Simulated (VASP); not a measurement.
# P (Imma) in VASP: notebook

The runs below take P through single point, with PBEsol+D3(BJ).

Program: VASP 6.6.1. These are calculated values, not measurements. Logs are shortened: lines on timing, memory, paths and dates and some standing lists are left out, and cuts for length are marked.

**1. The cell of the first run**

It takes space group Imma (No. 74, orthorhombic). The conventional cell has a = 3.383 Å, b = 5.030 Å, c = 3.644 Å, α = 90.00°, β = 90.00°, γ = 90.00°. P (site symmetry mm2) has 6 P at 2.22 to 2.78 Å within 2.9 Å.

**2. Single point, PBEsol+D3(BJ) (strain -0.0200 x Voigt [0, 0, 1, 0, 0, 0])**

File INCAR:

```
SYSTEM = P
ALGO     = Normal         ! electronic algorithm
EDIFF    = 1E-6           ! SCF threshold, eV
ENCUT    = 520            ! plane-wave cutoff, eV
GGA      = PS             ! functional
ISIF     = 2              ! what is computed and relaxed
ISMEAR   = 0              ! smearing method
IVDW     = 12             ! dispersion correction
LASPH    = .True.         ! aspherical terms in the spheres
LCHARG   = .False.        ! write CHGCAR
LREAL    = .False.        ! projectors in reciprocal space
LWAVE    = .False.        ! write WAVECAR
NBANDS   = 12             ! bands
NELM     = 60             ! most SCF steps
PREC     = Accurate       ! precision mode
SIGMA    = 0.15           ! smearing width, eV
```

File KPOINTS:

```
k-points
0
Gamma
  18 18 18
  0 0 0
```

File POSCAR:

```
P
1.0
   -1.6915100431      2.5151650373      1.8217652531
    1.6915100431     -2.5151650373      1.8217652531
    1.6915100431      2.5151650373     -1.8217652531
P
2
Direct
    0.8033091100      0.0533091100      0.7500000000
    0.1966908900      0.9466908900      0.2500000000
```

Potentials or basis: VASP PAW PBE potentials, release 64 (P).

On the command line:

```bash
> cat potpaw_PBE.64/P/POTCAR > POTCAR
> mpirun -np 1 vasp_std > vasp.out
```

OUTCAR:

```text
SYSTEM = P
   EDIFF = 1E-6
   ENCUT = 520
   GGA = PS
   ISIF = 2
   ISMEAR = 0
   IVDW = 12
   LASPH = .True.
   LREAL = .False.
   NELM = 60
   PREC = Accurate
 IVDW          = 12

 ion  position               nearest neighbor table
   1  0.803  0.053  0.750-   2 2.22   2 2.22   2 2.54   2 2.54   2 2.78   2 2.78
   2  0.197  0.947  0.250-   1 2.22   1 2.22   1 2.54   1 2.54   1 2.78   1 2.78

  LATTYP: Found a body centered orthorhombic cell.
 ALAT       =     3.3830200862
 B/A-ratio  =     1.0770052833
 C/A-ratio  =     1.4869347348

  Lattice vectors:

 A1 = (   1.6915100431,  -2.5151650373,  -1.8217652531)
 A2 = (  -1.6915100431,  -2.5151650373,   1.8217652531)
 A3 = (  -1.6915100431,   2.5151650373,  -1.8217652531)

Analysis of symmetry for initial positions (statically):
=====================================================================
 Subroutine PRICEL returns:
 Original cell was already a primitive cell.

 Routine SETGRP: Setting up the symmetry group for a
 body centered orthorhombic supercell.

 Subroutine GETGRP returns: Found  8 space group operations
 (whereof  4 operations were pure point group operations)
 out of a pool of  8 trial point group operations.

The static configuration has the point symmetry C_2h.
 The point group associated with its full space group is D_2h.

Analysis of symmetry for dynamics (positions and initial velocities):
=====================================================================
 Subroutine PRICEL returns:
 Original cell was already a primitive cell.

 Routine SETGRP: Setting up the symmetry group for a
 body centered orthorhombic supercell.

 Subroutine GETGRP returns: Found  8 space group operations
 (whereof  4 operations were pure point group operations)
 out of a pool of  8 trial point group operations.

The dynamic configuration has the point symmetry C_2h.
 The point group associated with its full space group is D_2h.

 Subroutine INISYM returns: Found  8 space group operations
 (whereof  4 operations are pure point group operations),
 and found     1 'primitive' translations

----------------------------------------------------------------------------------------

                                     Primitive cell

  volume of cell :      31.0023

  direct lattice vectors                    reciprocal lattice vectors
    -1.691510043  2.515165037  1.821765253     0.000000000  0.198794112  0.274459072
     1.691510043 -2.515165037  1.821765253     0.295593870  0.000000000  0.274459072
     1.691510043  2.515165037 -1.821765253     0.295593870  0.198794112  0.000000000

  length of vectors
     3.536395061  3.536395061  3.536395061     0.338890662  0.403365241  0.356223013

  position of ions in fractional coordinates (direct lattice)
     0.803309110  0.053309110  0.750000000
     0.196690890  0.946690890  0.250000000

  ion indices of the primitive-cell ions
   primitive index   ion index
                 1           1
                 2           2

----------------------------------------------------------------------------------------

 KPOINTS: k-points

Automatic generation of k-mesh.
 Grid dimensions read from file:
 generate k-points for:   18   18   18

 Generating k-lattice:

  Cartesian coordinates                     Fractional coordinates (reciprocal lattice)
     0.000000000  0.011044117  0.015247726     0.055555556 -0.000000000  0.000000000
     0.016421882  0.000000000  0.015247726    -0.000000000  0.055555556  0.000000000
     0.016421882  0.011044117  0.000000000    -0.000000000  0.000000000  0.055555556

  Length of vectors
     0.018827259  0.022409180  0.019790167

  Shift w.r.t. Gamma in fractional coordinates (k-lattice)
     0.000000000  0.000000000  0.000000000

 Subroutine IBZKPT returns following result:
 ===========================================

 Found    865 irreducible k-points:

 Following reciprocal coordinates:
            Coordinates               Weight
  0.000000  0.000000  0.000000      1.000000
  0.055556 -0.000000  0.000000      4.000000
  0.111111 -0.000000  0.000000      4.000000
  0.166667  0.000000 -0.000000      4.000000
  0.222222  0.000000 -0.000000      4.000000
  0.277778  0.000000  0.000000      4.000000
[... 16 lines left out ...]
 -0.333333  0.055556  0.000000      8.000000
 -0.277778  0.055556 -0.000000      8.000000
 [... further k-points ...]
   k-points           NKPTS =    865   k-points in BZ     NKDIM =    865   number of bands    NBANDS=     12
   number of dos      NEDOS =    301   number of ions     NIONS =      2
   total plane-waves  NPLWV =  21952
   dimension x,y,z NGX =    28 NGY =   28 NGZ =   28
   dimension x,y,z NGXF=    56 NGYF=   56 NGZF=   56
   ions per type =               2
   NGX,Y,Z   is equivalent  to a cutoff of  13.16, 13.16, 13.16 a.u.
   NGXF,Y,Z  is equivalent  to a cutoff of  26.33, 26.33, 26.33 a.u.
 SYSTEM =  P
   PREC   = accura    normal or accurate (medium, high low for compatibility)
   ISTART =      0    job   : 0-new  1-cont  2-samecut
   ICHARG =      2    charge: 1-file 2-atom 10-const
   ISPIN  =      1    spin polarized calculation?
   LNONCOLLINEAR =      F non collinear calculations
   LSORBIT =      F    spin-orbit coupling
   LASPH  =      T    aspherical Exc in radial PAW
   ENCUT  =  520.0 eV  38.22 Ry    6.18 a.u.   6.58  6.58  6.58*2*pi/ulx,y,z
   NELM   =     60;   NELMIN=  2; NELMDL= -5     # of ELM steps
   EDIFF  = 0.1E-05   stopping-criterion for ELM
   LREAL  =      F    real-space projection
   EDIFFG = 0.1E-04   stopping-criterion for IOM
   NSW    =      0    number of steps for IOM
   IBRION =     -1    ionic relax: 0-MD 1-quasi-New 2-CG
   NFREE  =      0    steps in history (QN), initial steepest desc. (CG)
   ISIF   =      2    stress and relaxation
   ISYM   =      2    0-nonsym 1-usesym 2-fastsym
   POTIM  = 0.5000    time-step for ionic-motion
   TEBEG  =    0.0;   TEEND  =   0.0 temperature during run
   PSTRESS=    0.0 pullay stress
   NELECT =      10.0000    total number of electrons
   NUPDOWN=      -1.0000    fix difference up-down
   EMIN   =  10.00;   EMAX   =-10.00  energy-range for DOS
   EFERMI =   0.00;   METHOD = LEGACY
   ISMEAR =     0;   SIGMA  =   0.15  broadening in eV -4-tet -1-fermi 0-gaus
   EFERMI_NEDOS =   21; number of points for ismear=-14 and -15
   IALGO  =     38    algorithm
   IMIX   =      4    mixing-type and parameters
     AMIX     =   0.40;   BMIX     =  1.00
     AMIX_MAG =   1.60;   BMIX_MAG =  1.00
  volume/ion in A,a.u.               =      15.50       104.61
  Fermi-wavevector in a.u.,A,eV,Ry     =   1.122734  2.121660 17.150584  1.260532
  Thomas-Fermi vector in A             =   2.259396
   LORBIT       =      0    0 simple, 1 ext, 2 COOP (PROOUT), +10 PAW based schemes
   GGA     = PS    functional components
   LHFCALC =     F    Hartree Fock is set to
   AEXX    =    0.0000 exact exchange contribution
   IVDW    =    12    specifies the selected vdW correction
   LEPSILON=     F    determine dielectric tensor
   LRPA    =     F    only Hartree local field effects (RPA)
 non-spin polarized calculation
 Gauss-broadening in eV      SIGMA  =   0.15
  energy-cutoff  :      520.00
  volume of cell :       31.00
 maximum number of plane-waves:       856
   NGX = 13   NGY = 13   NGZ = 13

 number of electron      10.0000000 magnetization

 number of electron       9.9999999 magnetization

 Free energy of the ion-electron system (eV)
  ---------------------------------------------------
  ext. energy  EPLUGINS =         0.00000000
  ---------------------------------------------------
  free energy    TOTEN  =       -11.54460605 eV

  energy without entropy =      -11.54217483  energy(sigma->0) =      -11.54339044

 E-fermi :   9.1907     XC(G=0): -11.0559

 val. band max:        9.1690710965   @ k =  -0.4444   0.4444   0.0000
 cond. band min:       9.2002653389   @ k =   0.2778   0.2778   0.2222
 fundamental gap:      0.0311942424
 Fermi energy:         9.1906880153

 k-point     1 :       0.0000    0.0000    0.0000
  band No.  band energies     occupation
      1      -7.4073      2.00000
      2       6.1449      2.00000
      3       6.1487      2.00000
      4       6.4208      2.00000
      5       7.1410      2.00000
      6      10.6519      0.00000
      7      11.4661      0.00000
      8      13.6194      0.00000
      9      14.1363      0.00000
     10      15.5574      0.00000
     11      15.9386      0.00000
     12      16.2380      0.00000

 k-point     2 :       0.0556   -0.0000    0.0000
  band No.  band energies     occupation
      1      -7.3622      2.00000
      2       5.2845      2.00000
      3       6.1341      2.00000
      4       6.7729      2.00000
      5       7.4785      2.00000
      6      10.7397      0.00000
      7      11.4278      0.00000
      8      13.3494      0.00000
      9      14.2246      0.00000
     10      14.9671      0.00000
     11      16.0000      0.00000
     12      16.8615      0.00000

 k-point     3 :       0.1111   -0.0000    0.0000
  band No.  band energies     occupation
      1      -7.2275      2.00000
      2       4.1719      2.00000
      3       6.0941      2.00000
      4       6.7977      2.00000
      5       8.0593      2.00000
      6      10.9331      0.00000
      7      11.3208      0.00000
      8      12.7508      0.00000
      9      14.5125      0.00000
     10      14.5191      0.00000
     11      15.7787      0.00000
     12      17.9655      0.00000
[... 286 lines left out ...]
 k-point    23 :      -0.3333    0.0556    0.0000
  band No.  band energies     occupation
      1      -6.1218      2.00000
      2       0.4870      2.00000
      3       5.4054      2.00000
      4       7.1985      2.00000
      5       8.1619      2.00000
      6      10.0882      0.00000
      7      10.5001      0.00000
      8      11.9180      0.00000
      9      15.7093      0.00000
     10      15.8555      0.00000
     11      17.6547      0.00000
     12      21.3094      0.00000

 k-point    24 :      -0.2778    0.0556   -0.0000
  band No.  band energies     occupation
      1      -6.5283      2.00000
      2       1.5417      2.00000
      3       5.4638      2.00000
      4       7.0946      2.00000
      5       8.4218      2.00000
      6      10.3069      0.00000
      7      10.9054      0.00000
      8      11.9803      0.00000
      9      14.8924      0.00000
     10      15.6003      0.00000
     11      16.6860      0.00000
     12      20.0070      0.00000

 [... further k-points ...]

------------------------ aborting loop because EDIFF is reached ----------------------------------------

 Edisp (eV)   -0.72944

 E8    (eV) :    -0.4326

  FORCE on cell =-STRESS in cart. coord.  units (eV):
  Direction    XX          YY          ZZ          XY          YZ          ZX
  --------------------------------------------------------------------------------------
  -------------------------------------------------------------------------------------
  Total      -0.30184    -1.14664    -0.15344     0.00000    -0.00000     0.00000
  in kB     -15.59894   -59.25775    -7.92975     0.00000    -0.00000     0.00000
  external pressure =      -27.60 kB  Pullay stress =        0.00 kB

 VOLUME and BASIS-vectors are now :
 -----------------------------------------------------------------------------
  energy-cutoff  :      520.00
  volume of cell :       31.00
      direct lattice vectors                 reciprocal lattice vectors
    -1.691510043  2.515165037  1.821765253     0.000000000  0.198794112  0.274459072
     1.691510043 -2.515165037  1.821765253     0.295593870  0.000000000  0.274459072
     1.691510043  2.515165037 -1.821765253     0.295593870  0.198794112  0.000000000

 POSITION                                       TOTAL-FORCE (eV/Angst)
 -----------------------------------------------------------------------------------
      0.00000      3.77275      0.19423         0.000000     -0.000000     -0.639884
      1.69151     -1.25758      1.62753        -0.000000      0.000000      0.639884
 -----------------------------------------------------------------------------------
    total drift:                                0.000000     -0.000000     -0.000000

  FREE ENERGIE OF THE ION-ELECTRON SYSTEM (eV)
  ---------------------------------------------------
  free  energy   TOTEN  =       -12.2740410935 eV

  energy  without entropy=      -12.2716098668  energy(sigma->0) =      -12.27282548
```

Wall time 2.1 min (1 thread of Intel Xeon 6975P-C (Granite Rapids), shared host); peak memory 0.36 GiB.

What came out:

```
Free energy                : -12.2740 eV
Pressure                   : -2.8 GPa
Largest force              : 0.640 eV/Å
Band gap on the k mesh     : zero (bands 5 and 6 overlap by 1.18 eV)
Dispersion energy per atom : -0.365 eV
```

Forces in eV/Å, atoms in the order of the input:
```
P    0.000  0.000 -0.640
P    0.000  0.000  0.640
```

Caveat: the cell differs from its parent crystal (strain -0.0200 x Voigt [0, 0, 1, 0, 0, 0]); the stress differs along the axes, from -6 to -1 GPa; the PAW data sets were made with another functional, which shifts forces and pressure a little.

**3. Single point, PBEsol+D3(BJ) (strain -0.0150 x Voigt [0, 0, 1, 0, 0, 0])**

File INCAR:

```
PREC = Accurate
ENCUT = 520
EDIFF = 1E-6
ISMEAR = 0
SIGMA = 0.15
LREAL = F
LASPH = T
NELM = 80
ALGO = Normal
ISIF = 2
LWAVE = F
LCHARG = F
GGA = PS
IVDW = 12
NBANDS = 12
```

File KPOINTS:

```
regular mesh
0
Gamma
  18 18 18
```

File POSCAR:

```
P
1.0
   -1.6915100431      2.5151650373      1.8310599738
    1.6915100431     -2.5151650373      1.8310599738
    1.6915100431      2.5151650373     -1.8310599738
P
2
Direct
    0.8033091100      0.0533091100      0.7500000000
    0.1966908900      0.9466908900      0.2500000000
```

Potentials or basis: VASP PAW PBE potentials, release 64 (P).

On the command line:

```bash
> cat potpaw_PBE.64/P/POTCAR > POTCAR
> mpirun -np 1 vasp_std > vasp.out
```

Wall time 1.9 min (1 thread of Intel Xeon 6975P-C (Granite Rapids), shared host); peak memory 0.35 GiB.

The run converged. Its results:

```yaml
Free_energy: -12.2728 eV
Pressure: -3.2 GPa
Largest_force: 0.574 eV/Å
Band_gap_on_the_k_mesh: zero (bands 5 and 6 overlap by 1.15 eV)
Dispersion_energy_per_atom: -0.363 eV
```

Forces on the atoms (eV/Å):
```
P    0.000  0.000 -0.574
P    0.000  0.000  0.574
```

Stress tensor (GPa, compression positive):
```
-2.09  0.00  0.00
 0.00 -5.76  0.00
 0.00  0.00 -1.76
```

Levels at points of the mesh, in eV from the Fermi level:
```tsv
k point	band 2	band 3	band 4	band 5	band 6	band 7	band 8	band 9
(0.00, 0.00, 0.00)	-3.07	-3.00	-2.84	-2.09	1.44	2.29	4.35	4.98
(0.50, 0.00, 0.00)	-11.19	-3.34	-1.85	-1.59	0.32	0.70	1.87	9.40
(0.00, 0.50, 0.00)	-10.25	-6.57	-5.59	-5.19	0.19	7.12	7.22	9.00
(0.50, 0.50, 0.00)	-12.43	-3.35	-3.35	-0.13	-0.13	0.32	0.32	10.49
(0.50, 0.50, 0.50)	-8.60	-7.70	-5.28	-5.27	-0.07	6.80	8.55	8.81
```

Caveat: the cell differs from its parent crystal (strain -0.0150 x Voigt [0, 0, 1, 0, 0, 0]); the cell stands under tension; the PAW data sets were made with another functional, which shifts forces and pressure a little.

(Part 1 of 2 ends here.)

The gap in the log of VASP goes by the Fermi energy; the results here count the filled bands.